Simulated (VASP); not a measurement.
Write the native input for VASP 6.6.1 that does the following.

- Task: single point
- Functional: PBE-based screened hybrid with 5 % exact exchange
- Potentials or basis: VASP PAW PBE potentials, release 64 (In_d, As)
- Cutoff: 400 eV
- k mesh: 3 × 3 × 3
- Occupations: gaussian, width 0.01 eV
- Spin: no spin polarisation
- Dipole correction: no
- Grid for exact exchange (PRECFOCK): Normal
- Share of exact exchange: 0.05
- Further INCAR settings: ALGO = Normal; EDIFF = 1e-06; NBANDS = 16
- Screening parameter: 0.20787 1/Å

InAs:

```
In As
1.0
     0.00000    3.01800    3.01800
     3.01800    0.00000    3.01800
     3.01800    3.01800    0.00000
In As
1 1
Cartesian
  0.0000 0.0000 0.0000
  4.5270 4.5270 4.5270
```

One way to write it, as run:

POSCAR

```
InAs
1.0
    0.0000000000      3.0180000000      3.0180000000
    3.0180000000      0.0000000000      3.0180000000
    3.0180000000      3.0180000000      0.0000000000
In As
1 1
Direct
    0.0000000000      0.0000000000      0.0000000000
    0.7500000000      0.7500000000      0.7500000000
```

INCAR.step1

```
ALGO = Normal ; EDIFF = 1E-5
ENCUT = 400 ; GGA = PE
GGA_COMPAT = False ; ISIF = 2
ISMEAR = 0 ; LASPH = True
LREAL = False ; LWAVE = True
NBANDS = 16 ; NELM = 120
PREC = Accurate ; SIGMA = 0.01
```

INCAR.step2

```
AEXX = 0.05 ; ALGO = Normal
EDIFF = 1E-6 ; ENCUT = 400
GGA = PE ; GGA_COMPAT = False
HFSCREEN = 0.20786987370883472 ; ISIF = 2
ISMEAR = 0 ; ISTART = 1
LASPH = True ; LCHARG = True
LELF = True ; LHFCALC = True
LREAL = False ; LVHAR = True
LWAVE = False ; NBANDS = 16
NELM = 120 ; PREC = Accurate
PRECFOCK = Normal ; SIGMA = 0.01
```

KPOINTS

```
k-points
0
Gamma
  3 3 3
```

Potentials or basis: VASP PAW PBE potentials, release 64 (In_d, As).

The run is started by

```bash
$ cat potpaw_PBE.64/In_d/POTCAR potpaw_PBE.64/As/POTCAR > POTCAR
$ cp INCAR.step1 INCAR
$ mpirun -np 1 vasp_std > vasp.out
$ cp INCAR.step2 INCAR
$ mpirun -np 1 vasp_std > vasp.out
```

Results of the run:

```
Pressure               : 5.7 GPa
Band gap on the k mesh : zero (filled and empty bands touch)
```

Caveat: the k points lie up to 0.60 Å⁻¹ apart; the PAW data sets were made with another functional, which shifts forces and pressure a little; spin-orbit coupling is left out, which moves the levels of the heavy elements.

Run time: 2.6 min on 1 thread of Intel Xeon 8259CL, with other jobs on the host, peak memory 0.23 GiB.
